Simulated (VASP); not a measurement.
# CsInH4 (P4/mmm) in VASP: a series of runs, part 2 of 2

VASP 6.6.1. Earlier steps stand in the parts before.

### 3 Relaxation of cell and atoms, PBE

This run uses another cell than the first one, of 14.68 Å³/atom.

The input, INCAR:

```
SYSTEM = CsInH4
PREC = Accurate
ENCUT = 600
EDIFF = 1E-6
ISMEAR = 0
SIGMA = 0.1
LREAL = .False.
LASPH = .True.
NELM = 80
ALGO = Normal
ISIF = 3
LWAVE = .False.
LCHARG = .False.
GGA = PE
IBRION = 2
NSW = 90
EDIFFG = -0.04
```

The input, KPOINTS:

```
regular mesh
0
Gamma
  6 6 4
  0 0 0
```

The input, POSCAR:

```
CsInH4
1.0
    3.7394042800      0.0000000000      0.0000000000
    0.0000000000      3.7394042800      0.0000000000
    0.0000000000      0.0000000000      6.2978870700
Cs In H
1 1 4
Direct
    0.5000000000      0.5000000000      0.5000000000
    0.0000000000      0.0000000000      0.0000000000
    0.0000000000      0.0000000000      0.6038380300
    0.5000000000      0.5000000000      0.1051980000
    0.5000000000      0.5000000000      0.8948020000
    0.0000000000      0.0000000000      0.3961619700
```

Potentials or basis: VASP PAW PBE potentials, release 64 (Cs_sv, In_d, H).

On the command line:

```sh
cat potpaw_PBE.64/Cs_sv/POTCAR potpaw_PBE.64/In_d/POTCAR potpaw_PBE.64/H/POTCAR > POTCAR
mpirun -np 1 vasp_std > vasp.out
```

OUTCAR:

```text
SYSTEM = CsInH4
   PREC = Accurate
   ENCUT = 600
   EDIFF = 1E-6
   ISMEAR = 0
   LREAL = .False.
   LASPH = .True.
   NELM = 80
   ISIF = 3
   GGA = PE
   IBRION = 2
   NSW = 90
   EDIFFG = -0.04

 ion  position               nearest neighbor table
   1  0.500  0.500  0.500-
   2  0.000  0.000  0.000-
   3  0.000  0.000  0.604-
   4  0.500  0.500  0.105-
   5  0.500  0.500  0.895-
   6  0.000  0.000  0.396-

  LATTYP: Found a simple tetragonal cell.
 ALAT       =     3.7394042800
 C/A-ratio  =     1.6841952885

  Lattice vectors:

 A1 = (   3.7394042800,   0.0000000000,   0.0000000000)
 A2 = (   0.0000000000,   3.7394042800,   0.0000000000)
 A3 = (   0.0000000000,   0.0000000000,   6.2978870700)

Analysis of symmetry for initial positions (statically):
=====================================================================
 Subroutine PRICEL returns:
 Original cell was already a primitive cell.

 Routine SETGRP: Setting up the symmetry group for a
 simple tetragonal supercell.

 Subroutine GETGRP returns: Found 16 space group operations
 (whereof 16 operations were pure point group operations)
 out of a pool of 16 trial point group operations.

The static configuration has the point symmetry D_4h.

Analysis of symmetry for dynamics (positions and initial velocities):
=====================================================================
 Subroutine PRICEL returns:
 Original cell was already a primitive cell.

 Routine SETGRP: Setting up the symmetry group for a
 simple tetragonal supercell.

 Subroutine GETGRP returns: Found 16 space group operations
 (whereof 16 operations were pure point group operations)
 out of a pool of 16 trial point group operations.

[... 140 lines left out ...]
 non-spin polarized calculation
 Gauss-broadening in eV      SIGMA  =   0.10
  energy-cutoff  :      600.00
  volume of cell :       88.06
 maximum number of plane-waves:      3001
 NGX is ok and might be reduce to    30
   NGX = 15   NGY = 15   NGZ = 25

--------------------------------------- Ionic step        1  -------------------------------------------

 number of electron      26.0000012 magnetization

 Free energy of the ion-electron system (eV)
  ---------------------------------------------------
  ext. energy  EPLUGINS =         0.00000000
  ---------------------------------------------------
  free energy    TOTEN  =       -13.63279920 eV

  energy without entropy =      -13.62389335  energy(sigma->0) =      -13.62834628

------------------------ aborting loop because EDIFF is reached ----------------------------------------

  FORCE on cell =-STRESS in cart. coord.  units (eV):
  Direction    XX          YY          ZZ          XY          YZ          ZX
  --------------------------------------------------------------------------------------
  -------------------------------------------------------------------------------------
  Total        2.6528926      2.6528926     -1.9348262      0.0000000      0.0000000      0.0000000
  in kB       48.2648040     48.2648040    -35.2008240      0.0000000      0.0000000      0.0000000
  external PRESSURE =      20.4429280 kB  Pullay stress =       0.0000000 kB
[... 101 lines left out ...]
  FREE ENERGIE OF THE ION-ELECTRON SYSTEM (eV)
  ---------------------------------------------------
  free  energy   TOTEN  =       -14.4286334317 eV

  energy  without entropy=      -14.4148354372  energy(sigma->0) =      -14.42173443

[... ionic steps 4 to 20 ...]

--------------------------------------- Ionic step       21  -------------------------------------------

 number of electron      26.0000001 magnetization

------------------------ aborting loop because EDIFF is reached ----------------------------------------
[... 75 lines left out ...]
--------------------------------------- Ionic step       23  -------------------------------------------

 number of electron      26.0000001 magnetization

 Free energy of the ion-electron system (eV)
  ---------------------------------------------------
  ext. energy  EPLUGINS =         0.00000000
  ---------------------------------------------------
  free energy    TOTEN  =       -15.96649211 eV

  energy without entropy =      -15.96013970  energy(sigma->0) =      -15.96331591

 E-fermi :   2.5042     XC(G=0):  -7.7429

 val. band max:        2.4965452987   @ k =   0.5000   0.3333   0.5000
 cond. band min:       2.5951197799   @ k =   0.5000   0.3333   0.2500
 fundamental gap:      0.0985744812
 Fermi energy:         2.5041874766

 k-point     1 :       0.0000    0.0000    0.0000
  band No.  band energies     occupation
      1     -20.9049      2.00000
      2     -12.3486      2.00000
      3     -12.3115      2.00000
      4     -12.2130      2.00000
      5     -12.2130      2.00000
      6     -12.2033      2.00000
[... 457 lines left out ...]
      4     -12.2261      2.00000
      5     -12.2118      2.00000
      6     -12.1826      2.00000
[... 9 lines left out ...]
     16       4.1241      0.00000
     17       4.4303      0.00000

 [... further k-points ...]
[... 5 lines left out ...]
  --------------------------------------------------------------------------------------
  -------------------------------------------------------------------------------------
  Total       -0.0291851     -0.0291851      0.0267917      0.0000000      0.0000000      0.0000000
  in kB       -0.3827366     -0.3827366      0.3513495      0.0000000      0.0000000      0.0000000
  external PRESSURE =      -0.1380413 kB  Pullay stress =       0.0000000 kB
[... 21 lines left out ...]
  FREE ENERGIE OF THE ION-ELECTRON SYSTEM (eV)
  ---------------------------------------------------
  free  energy   TOTEN  =       -15.9664921150 eV

  energy  without entropy=      -15.9601396951  energy(sigma->0) =      -15.96331591

 reached required accuracy - stopping structural energy minimisation
```

It took 7.9 min on 1 thread of AMD EPYC 7R43 (Zen 3), shared host; peak memory 0.21 GiB.

What came out:

* Free energy: -15.9665 eV
* Relaxed volume: 20.36 Å³/atom
* Relaxed cell: a = 4.212 Å, b = 4.212 Å, c = 6.886 Å, α = 90.00°, β = 90.00°, γ = 90.00°
* Space group after relaxing (to 0.1 Å): P4/mmm (No. 123)
* Energy gained by relaxing: 388.9 meV/atom
* Ionic steps: 23
* Pressure after relaxing: 0.0 GPa
* Largest force after relaxing: 0.030 eV/Å
* Band gap on the k mesh: zero (bands 13 and 14 overlap by 1.36 eV)

Forces on the atoms (eV/Å):
```
Cs   0.000  0.000  0.000
In   0.000  0.000  0.000
H    0.000  0.000  0.030
H    0.000  0.000 -0.011
H    0.000  0.000  0.011
H    0.000  0.000 -0.030
```

Step by step:
```
step  energy change (eV)  largest force (eV/Å)  pressure (GPa)  volume (Å³)
   1              0.0000                1.8793            2.04        88.06
   2             -0.7433                2.8610            1.25        90.43
   3             -0.7958               13.9418            9.00        97.28
   4             -1.2133                2.9510            1.38        92.00
   5             -1.9493                0.8475            3.22        94.67
   6             -1.9363                1.9570            4.59        95.60
   7             -1.9733                0.6424            3.75        95.06
   8             -2.1646                0.7228            2.79       103.33
   9             -2.1719                1.3905            2.69       105.68
  10             -2.2775                0.6083            1.11       112.01
  11             -2.3001                1.1010           -0.24       119.21
  12             -2.3026                0.9492            0.04       117.54
  13             -2.3280                0.2328            0.02       120.37
  14             -2.3281                0.2443            0.02       120.49
  15             -2.3304                0.0930            0.10       120.83
  16             -2.3308                0.1309            0.14       121.03
  17             -2.3320                0.0913            0.05       121.45
  18             -2.3320                0.1055            0.04       121.47
  19             -2.3330                0.0881           -0.02       121.78
  20             -2.3332                0.1043           -0.08       122.07
  21             -2.3335                0.0996           -0.01       122.22
  22             -2.3335                0.0603           -0.03       122.18
  23             -2.3337                0.0298           -0.01       122.17
```

Final structure:
```
Cs In H
1.0
     4.21198    0.00000    0.00000
     0.00000    4.21198    0.00000
     0.00000    0.00000    6.88649
Cs In H
1 1 4
Direct
  0.50000 0.50000 0.50000
  0.00000 0.00000 0.00000
  0.00000 0.00000 0.55864
  0.50000 0.50000 0.05605
  0.50000 0.50000 0.94395
  0.00000 0.00000 0.44136
```

Caveat: the volume moved by over 15 % at a fixed basis, so the end points are rough; spin-orbit coupling is left out, which moves the levels of the heavy elements.
